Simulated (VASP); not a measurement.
# SnSe (I4/mmm) in VASP: further runs, part 2 of 2

VASP 6.6.1. Earlier steps stand in the parts before.

### 4 Electric field gradients, PBE (equal xx and yy strain of -3 %)

The input, INCAR:

```
ALGO = Normal
EDIFF = 1E-8
ENCUT = 520
GGA = PE
ISIF = 2
ISMEAR = -1
LASPH = T
LCHARG = F
LEFG = T
LREAL = F
LWAVE = F
NBANDS = 17
NELM = 60
PREC = Accurate
SIGMA = 0.02
```

The input, KPOINTS:

```
k-points
0
Gamma
  9 9 9
```

The input, POSCAR:

```
SnSe
1.0
    0.0000000000      2.9197000000      3.0100000000
    2.9197000000      0.0000000000      3.0100000000
    2.9197000000      2.9197000000      0.0000000000
Sn Se
1 1
Direct
    0.0000000000      0.0000000000      0.0000000000
    0.5000000000      0.5000000000      0.5000000000
```

Potentials or basis: VASP PAW PBE potentials, release 64 (Sn_d, Se).

Command:

```
cat potpaw_PBE.64/Sn_d/POTCAR potpaw_PBE.64/Se/POTCAR > POTCAR
mpirun -np 1 vasp_std > vasp.out
```

OUTCAR:

```text
EDIFF = 1E-8
   ENCUT = 520
   GGA = PE
   ISIF = 2
   ISMEAR = -1
   LASPH = T
   LREAL = F
   NELM = 60
   PREC = Accurate

 ion  position               nearest neighbor table
   1  0.000  0.000  0.000-   2 2.92   2 2.92   2 2.92   2 2.92   2 3.01   2 3.01
   2  0.500  0.500  0.500-   1 2.92   1 2.92   1 2.92   1 2.92   1 3.01   1 3.01

  LATTYP: Found a body centered tetragonal cell.
 ALAT       =     4.1290793381
 C/A-ratio  =     1.4579521262

  Lattice vectors:

 A1 = (  -2.9197000000,   0.0000000000,   3.0100000000)
 A2 = (   2.9197000000,   0.0000000000,   3.0100000000)
 A3 = (   0.0000000000,   2.9197000000,  -3.0100000000)

Analysis of symmetry for initial positions (statically):
=====================================================================
 Subroutine PRICEL returns:
 Original cell was already a primitive cell.

 Routine SETGRP: Setting up the symmetry group for a
 body centered tetragonal supercell.

 Subroutine GETGRP returns: Found 16 space group operations
 (whereof 16 operations were pure point group operations)
 out of a pool of 16 trial point group operations.

The static configuration has the point symmetry D_4h.

Analysis of symmetry for dynamics (positions and initial velocities):
=====================================================================
 Subroutine PRICEL returns:
 Original cell was already a primitive cell.

 Routine SETGRP: Setting up the symmetry group for a
 body centered tetragonal supercell.

 Subroutine GETGRP returns: Found 16 space group operations
 (whereof 16 operations were pure point group operations)
 out of a pool of 16 trial point group operations.

The dynamic configuration has the point symmetry D_4h.

 Subroutine INISYM returns: Found 16 space group operations
 (whereof 16 operations are pure point group operations),
 and found     1 'primitive' translations

----------------------------------------------------------------------------------------

                                     Primitive cell

  volume of cell :      51.3184

  direct lattice vectors                    reciprocal lattice vectors
     0.000000000  2.919700000  3.010000000    -0.171250471  0.171250471  0.166112957
     2.919700000  0.000000000  3.010000000     0.171250471 -0.171250471  0.166112957
     2.919700000  2.919700000  0.000000000     0.171250471  0.171250471 -0.166112957

  length of vectors
     4.193417233  4.193417233  4.129079338     0.293678331  0.293678331  0.293678331

  position of ions in fractional coordinates (direct lattice)
     0.000000000  0.000000000  0.000000000
     0.500000000  0.500000000  0.500000000

  ion indices of the primitive-cell ions
   primitive index   ion index
                 1           1
                 2           2

[... 75 lines left out ...]
   IBRION =     -1    ionic relax: 0-MD 1-quasi-New 2-CG
   NFREE  =      0    steps in history (QN), initial steepest desc. (CG)
   ISIF   =      2    stress and relaxation
   ISYM   =      2    0-nonsym 1-usesym 2-fastsym
   POTIM  = 0.5000    time-step for ionic-motion
   TEBEG  =    0.0;   TEEND  =   0.0 temperature during run
   PSTRESS=    0.0 pullay stress
   NELECT =      20.0000    total number of electrons
   NUPDOWN=      -1.0000    fix difference up-down
   EMIN   =  10.00;   EMAX   =-10.00  energy-range for DOS
   EFERMI =   0.00;   METHOD = LEGACY
   ISMEAR =    -1;   SIGMA  =   0.02  broadening in eV -4-tet -1-fermi 0-gaus
   EFERMI_NEDOS =   21; number of points for ismear=-14 and -15
   IALGO  =     38    algorithm
   IMIX   =      4    mixing-type and parameters
     AMIX     =   0.40;   BMIX     =  1.00
     AMIX_MAG =   1.60;   BMIX_MAG =  1.00
  volume/ion in A,a.u.               =      25.66       173.16
  Fermi-wavevector in a.u.,A,eV,Ry     =   1.195805  2.259745 19.455659  1.429951
  Thomas-Fermi vector in A             =   2.331762
   LORBIT       =      0    0 simple, 1 ext, 2 COOP (PROOUT), +10 PAW based schemes
   GGA     = PE    functional components
   LHFCALC =     F    Hartree Fock is set to
   AEXX    =    0.0000 exact exchange contribution
   IVDW    =     0    specifies the selected vdW correction
   LEPSILON=     F    determine dielectric tensor
   LRPA    =     F    only Hartree local field effects (RPA)
 non-spin polarized calculation
  energy-cutoff  :      520.00
  volume of cell :       51.32
 maximum number of plane-waves:      1395
   NGX = 15   NGY = 15   NGZ = 15

 number of electron      20.0000001 magnetization

 Free energy of the ion-electron system (eV)
  ---------------------------------------------------
  ext. energy  EPLUGINS =         0.00000000
  ---------------------------------------------------
  free energy    TOTEN  =        -8.14248561 eV

  energy without entropy =       -8.14248229  energy(sigma->0) =       -8.14248395

 E-fermi :   6.6232     XC(G=0):  -9.8766

 val. band max:        6.4673469573   @ k =  -0.3333   0.1111   0.0000
 cond. band min:       6.7930784146   @ k =  -0.3333   0.0000   0.1111
 fundamental gap:      0.3257314573
 Fermi energy:         6.6232187381

 k-point     1 :       0.0000    0.0000    0.0000
  band No.  band energies     occupation
      1     -15.3182      2.00000
      2     -15.3131      2.00000
      3     -15.3131      2.00000
      4     -15.3056      2.00000
      5     -15.3049      2.00000
      6      -8.0149      2.00000
[... 457 lines left out ...]
      4     -15.2926      2.00000
      5     -15.2926      2.00000
      6      -6.7471      2.00000
[... 9 lines left out ...]
     16      18.5913      0.00000
     17      19.0908      0.00000

 [... further k-points ...]

------------------------ aborting loop because EDIFF is reached ----------------------------------------

  FORCE on cell =-STRESS in cart. coord.  units (eV):
  Direction    XX          YY          ZZ          XY          YZ          ZX
  --------------------------------------------------------------------------------------
  -------------------------------------------------------------------------------------
  Total        2.0461211      2.0461211      0.5766523      0.0000000     -0.0000000     -0.0000000
  in kB       63.8805956     63.8805956     18.0032819      0.0000000     -0.0000000     -0.0000000
  external PRESSURE =      48.5881577 kB  Pullay stress =       0.0000000 kB

 VOLUME and BASIS-vectors are now :
 -----------------------------------------------------------------------------
  energy-cutoff  :      520.00
  volume of cell :       51.32
      direct lattice vectors                 reciprocal lattice vectors
     0.000000000  2.919700000  3.010000000    -0.171250471  0.171250471  0.166112957
     2.919700000  0.000000000  3.010000000     0.171250471 -0.171250471  0.166112957
     2.919700000  2.919700000  0.000000000     0.171250471  0.171250471 -0.166112957

 POSITION                                       TOTAL-FORCE (eV/Angst)
 -----------------------------------------------------------------------------------
      0.00000      0.00000      0.00000        -0.000000     -0.000000     -0.000000
      2.91970      2.91970      3.01000         0.000000      0.000000      0.000000
 -----------------------------------------------------------------------------------
    total drift:                                0.000000     -0.000000     -0.000000

  FREE ENERGIE OF THE ION-ELECTRON SYSTEM (eV)
  ---------------------------------------------------
  free  energy   TOTEN  =        -8.1424856129 eV

  energy  without entropy=       -8.1424822879  energy(sigma->0) =       -8.14248395

 Electric field gradients (V/A^2)
---------------------------------------------------------------------
 ion       V_xx      V_yy      V_zz      V_xy      V_xz      V_yz
---------------------------------------------------------------------
   1     -21.662   -21.662    43.323     0.003     0.002     0.002
   2      -2.919    -2.919     5.837    -0.001    -0.000    -0.000
---------------------------------------------------------------------

 Electric field gradients after diagonalization (V/A^2)
 (convention: |V_zz| > |V_xx| > |V_yy|)
----------------------------------------------------------------------
 ion       V_xx      V_yy      V_zz     asymmetry (V_yy - V_xx)/ V_zz
----------------------------------------------------------------------
   1     -21.665   -21.659    43.323       0.000
   2      -2.919    -2.918     5.837       0.000
----------------------------------------------------------------------

           NMR quadrupolar parameters

 Cq : quadrupolar parameter    Cq=e*Q*V_zz/h
 eta: asymmetry parameters     (V_yy - V_xx)/ V_zz
 Q  : nuclear electric quadrupole moment in mb (millibarn)
----------------------------------------------------------------------
 ion       Cq(MHz)       eta       Q (mb)
----------------------------------------------------------------------
   1       0.105       0.000       1.000
   2       0.014       0.000       1.000
----------------------------------------------------------------------
```

OSZICAR:

```text
N       E                     dE             d eps       ncg     rms          rms(c)
DAV:   1     0.132213667327E+03    0.13221E+03   -0.97672E+03  2583   0.147E+03
DAV:   2     0.396731694582E+01   -0.12825E+03   -0.12427E+03  2734   0.352E+02
DAV:   3    -0.798619436795E+01   -0.11954E+02   -0.11859E+02  3142   0.930E+01
DAV:   4    -0.828876188070E+01   -0.30257E+00   -0.30229E+00  2987   0.155E+01
DAV:   5    -0.829749120358E+01   -0.87293E-02   -0.87288E-02  3717   0.260E+00    0.341E+00
DAV:   6    -0.814294303943E+01    0.15455E+00   -0.35719E-01  3690   0.361E+00    0.206E+00
DAV:   7    -0.814074671317E+01    0.21963E-02   -0.75913E-02  3091   0.126E+00    0.940E-01
DAV:   8    -0.814255051348E+01   -0.18038E-02   -0.78364E-03  3198   0.807E-01    0.985E-02
DAV:   9    -0.814243418613E+01    0.11633E-03   -0.12010E-03  3716   0.310E-01    0.471E-02
DAV:  10    -0.814248045083E+01   -0.46265E-04   -0.14814E-04  3017   0.711E-02    0.115E-02
DAV:  11    -0.814248559722E+01   -0.51464E-05   -0.19802E-05  3407   0.388E-02    0.373E-03
DAV:  12    -0.814248578248E+01   -0.18527E-06   -0.11723E-06  3271   0.110E-02    0.231E-03
DAV:  13    -0.814248565884E+01    0.12364E-06   -0.11226E-07  3302   0.323E-03    0.795E-04
DAV:  14    -0.814248559239E+01    0.66450E-07   -0.56228E-08  2950   0.184E-03    0.295E-04
DAV:  15    -0.814248560729E+01   -0.14900E-07   -0.27802E-09  1734   0.433E-04    0.955E-05
DAV:  16    -0.814248561289E+01   -0.55998E-08   -0.68435E-10  1524   0.156E-04
   1 F= -.81424856E+01 E0= -.81424840E+01  d E =-.332494E-05
```

It took 66 s on 1 thread of AMD EPYC 7R13 (Zen 3), shared host; peak memory 0.19 GiB.

Results:

- Free energy: -8.1425 eV
- Pressure: 4.9 GPa
- Band gap on the k mesh: 0.33 eV, indirect (least direct gap 0.41 eV)

Levels at points of the mesh, in eV from the valence-band top:
```
           k point  band 7  band 8  band 9  band 10  band 11  band 12  band 13  band 14
(0.00, 0.00, 0.00)   -5.03   -2.65   -2.65    -2.36     3.88     4.63     4.63     5.46
```

Electric field gradients, principal values (V/Å²):
| atom | least | middle | greatest (by size) |
| --- | --- | --- | --- |
| 1 Sn | -21.659 | -21.665 | 43.323 |
| 2 Se | -2.918 | -2.919 | 5.837 |

Caveat: the cell differs from its parent crystal (equal xx and yy strain of -3 %); without QUAD_EFG the Cq values of the log hold for a quadrupole moment of 1 mb, not for the nuclei; spin-orbit coupling is left out, which moves the levels of the heavy elements. A k mesh can miss the band edges.

### 5 Electric field gradients, PBE (equal xx and yy strain of +2 %)

The input, INCAR:

```
SYSTEM = SnSe
PREC = Accurate
ENCUT = 520
EDIFF = 1E-8
ISMEAR = -1
SIGMA = 0.02
LREAL = .FALSE.
LASPH = .TRUE.
NELM = 80
ALGO = Normal
ISIF = 2
LWAVE = .FALSE.
LCHARG = .FALSE.
GGA = PE
LEFG = .TRUE.
NBANDS = 17
```

The input, KPOINTS:

```
regular mesh
0
G
  9 9 9
  0 0 0
```

The input, POSCAR:

```
SnSe
1.0
    0.0000000000      3.0702000000      3.0100000000
    3.0702000000      0.0000000000      3.0100000000
    3.0702000000      3.0702000000      0.0000000000
Sn Se
1 1
Direct
    0.0000000000      0.0000000000      0.0000000000
    0.5000000000      0.5000000000      0.5000000000
```

Potentials or basis: VASP PAW PBE potentials, release 64 (Sn_d, Se).

Command:

```
cat potpaw_PBE.64/Sn_d/POTCAR potpaw_PBE.64/Se/POTCAR > POTCAR
mpirun -np 1 vasp_std > vasp.out
```

OUTCAR:

```text
SYSTEM = SnSe
   PREC = Accurate
   ENCUT = 520
   EDIFF = 1E-8
   ISMEAR = -1
   LREAL = .FALSE.
   LASPH = .TRUE.
   NELM = 80
   ISIF = 2
   GGA = PE

 ion  position               nearest neighbor table
   1  0.000  0.000  0.000-   2 3.01   2 3.01   2 3.07   2 3.07   2 3.07   2 3.07
   2  0.500  0.500  0.500-   1 3.01   1 3.01   1 3.07   1 3.07   1 3.07   1 3.07

  LATTYP: Found a body centered tetragonal cell.
 ALAT       =     4.3419184792
 C/A-ratio  =     1.3864838847

  Lattice vectors:

 A1 = (   0.0000000000,  -3.0702000000,  -3.0100000000)
 A2 = (   0.0000000000,   3.0702000000,  -3.0100000000)
 A3 = (   3.0702000000,   0.0000000000,   3.0100000000)

Analysis of symmetry for initial positions (statically):
=====================================================================
 Subroutine PRICEL returns:
 Original cell was already a primitive cell.

 Routine SETGRP: Setting up the symmetry group for a
[... 668 lines left out ...]
  energy-cutoff  :      520.00
  volume of cell :       56.75
      direct lattice vectors                 reciprocal lattice vectors
     0.000000000  3.070200000  3.010000000    -0.162855840  0.162855840  0.166112957
     3.070200000  0.000000000  3.010000000     0.162855840 -0.162855840  0.166112957
     3.070200000  3.070200000  0.000000000     0.162855840  0.162855840 -0.166112957

 POSITION                                       TOTAL-FORCE (eV/Angst)
 -----------------------------------------------------------------------------------
      0.00000      0.00000      0.00000        -0.000000      0.000000      0.000000
      3.07020      3.07020      3.01000         0.000000     -0.000000     -0.000000
 -----------------------------------------------------------------------------------
    total drift:                                0.000000     -0.000000     -0.000000

  FREE ENERGIE OF THE ION-ELECTRON SYSTEM (eV)
  ---------------------------------------------------
  free  energy   TOTEN  =        -8.2102070380 eV

  energy  without entropy=       -8.2102070352  energy(sigma->0) =       -8.21020704

 Electric field gradients (V/A^2)
---------------------------------------------------------------------
 ion       V_xx      V_yy      V_zz      V_xy      V_xz      V_yz
---------------------------------------------------------------------
   1      13.701    13.701   -27.402    -0.000     0.000     0.000
   2       1.106     1.106    -2.212     0.000     0.000     0.000
---------------------------------------------------------------------

 Electric field gradients after diagonalization (V/A^2)
 (convention: |V_zz| > |V_xx| > |V_yy|)
----------------------------------------------------------------------
 ion       V_xx      V_yy      V_zz     asymmetry (V_yy - V_xx)/ V_zz
----------------------------------------------------------------------
   1      13.701    13.701   -27.402       0.000
   2       1.106     1.106    -2.212       0.000
----------------------------------------------------------------------

           NMR quadrupolar parameters

 Cq : quadrupolar parameter    Cq=e*Q*V_zz/h
 eta: asymmetry parameters     (V_yy - V_xx)/ V_zz
 Q  : nuclear electric quadrupole moment in mb (millibarn)
----------------------------------------------------------------------
 ion       Cq(MHz)       eta       Q (mb)
----------------------------------------------------------------------
   1      -0.066       0.000       1.000
   2      -0.005       0.000       1.000
----------------------------------------------------------------------
```

stdout:

```text
POSCAR found type information on POSCAR SnSe
 POSCAR found :  2 types and       2 ions
 scaLAPACK will be used
 LDA part: xc-table for (Slater+PW92), standard interpolation
 POSCAR, INCAR and KPOINTS ok, starting setup
 FFT: planning ... GRIDC
 FFT: planning ... GRID_SOFT
 FFT: planning ... GRID
 WAVECAR not read
 entering main loop
ion   1

ion   2
```

Wall time 70 s (1 thread of AMD EPYC 7R13 (Zen 3), shared host); peak memory 0.19 GiB.

Results:

- Free energy: -8.2102 eV
- Pressure: -0.8 GPa
- Band gap on the k mesh: 0.65 eV, indirect (least direct gap 0.68 eV)

Electric field gradients, principal values (V/Å²):
```csv
atom,least,middle,greatest (by size)
1 Sn,13.701,13.701,-27.402
2 Se,1.106,1.106,-2.212
```

Caveat: the cell differs from its parent crystal (equal xx and yy strain of +2 %); without QUAD_EFG the Cq values of the log hold for a quadrupole moment of 1 mb, not for the nuclei; spin-orbit coupling is left out, which moves the levels of the heavy elements. A k mesh can miss the band edges.

### 6 The runs side by side

| cell | gap on the mesh (eV) | pressure (GPa) |
| --- | --- | --- |
| a = 4.273, b = 4.273, c = 4.225 Å, angles 60.4, 60.4, 59.3°, 2 atoms | 0.52 | 1.1 |
| a = 4.193, b = 4.193, c = 4.129 Å, angles 60.5, 60.5, 59.0°, 2 atoms | 0.33 | 4.9 |
| a = 4.300, b = 4.300, c = 4.342 Å, angles 59.7, 59.7, 60.7°, 2 atoms | 0.65 | -0.8 |

Alike in all rows: task electric field gradients; level PBE; potentials or basis VASP PAW PBE potentials, release 64 (Sn_d, Se); no spin polarisation; k mesh 9 × 9 × 9; cutoff (eV) 520; smearing fermi-dirac 0.02 eV.

Caveats: spin-orbit coupling is left out, which moves the levels of the heavy elements.

Total energies depend on the potentials used, so only differences within one code and one set of settings carry meaning.
